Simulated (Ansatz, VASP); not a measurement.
# Bi in VASP and in Ansatz

File POSCAR:

```
Bi
1.0
    2.2672586491      1.3090023913      4.1166667488
   -2.2672586491      1.3090023913      4.1166667488
    0.0000000000     -2.6180047827      4.1166667487
Bi
2
Direct
    0.2317091399      0.2317091399      0.2317091399
    0.7682908601      0.7682908601      0.7682908601
```

Contents of INCAR.step1:

```
SYSTEM = Bi
  PREC = Accurate
  ENCUT = 520
  ISMEAR = 1
  SIGMA = 1.0
  LREAL = .FALSE.
  LASPH = .TRUE.
  NELM = 60
  NBANDS = 22
  GGA = PE
  ALGO = Normal
  EDIFF = 1E-4
  LWAVE = .TRUE.
  LCHARG = .FALSE.
```

The input INCAR.step2:

```
SYSTEM = Bi
  PREC = Accurate
  ENCUT = 520
  EDIFF = 1E-6
  ISMEAR = 1
  SIGMA = 1.0
  LREAL = .FALSE.
  LASPH = .TRUE.
  NELM = 60
  ALGO = Normal
  ISIF = 2
  LWAVE = .FALSE.
  LCHARG = .FALSE.
  METAGGA = R2SCAN
  LMIXTAU = .TRUE.
  NBANDS = 22
  ISTART = 1
```

File KPOINTS:

```
Automatic mesh
0
G
  9 9 9
  0 0 0
```

Input for Ansatz:

```yaml
crystal:
  lattice:
    - [2.2672586491, 1.3090023913, 4.1166667488]
    - [-2.2672586491, 1.3090023913, 4.1166667488]
    - [0.0, -2.6180047827, 4.1166667487]
  atoms:
    - { symbol: Bi, position: [0.2317091399, 0.2317091399, 0.2317091399] }
    - { symbol: Bi, position: [0.7682908601, 0.7682908601, 0.7682908601] }
hamiltonian:
  xc: r2scan
  pseudopotentials:
    kind: paw
    azcp:
      Bi: "pseudopotentials/Bi.paw.azcp"
basis:
  ecutwfc: 500
  fft_grid_basis: typed
kpoints:
  mp_grid: { grid: [9, 9, 9], shift: [0, 0, 0] }
magnetization:
  spin_polarized: false
scf:
  occupations: { method: methfessel_paxton, width: 1.0 }
  lower_state_search: "off"
output:
  stress: true
  write_density: true
  write_potential: true
  elf: true
  volumetric_format: npy
```

Alike in both runs: task single point; functional r2SCAN; k mesh 9 × 9 × 9; occupations methfessel-paxton of order 1, width 1 eV; no spin polarisation.

|  | VASP | Ansatz |
| --- | --- | --- |
| version | VASP 6.6.1 | Ansatz 0.2.0 |
| potentials or method | VASP PAW PBE potentials, release 64 (Bi_d), cutoff 520 eV | plane waves (500 eV) with PAW, scalar-relativistic |
| valence electrons in the cell | 30 | 30 |

|  | VASP | Ansatz | Ansatz less VASP |
| --- | --- | --- | --- |
| pressure (GPa) | -0.2 | -0.2 | +0.04 |
| traceless stress, the component that is largest in VASP (GPa) | 0.14 | 0.14 | -0.001 |

VASP's potentials were made for PBE, not for r2SCAN. With one functional, cell and mesh, what is left measures potentials, basis and numerics.

Neither program's run includes spin-orbit coupling.
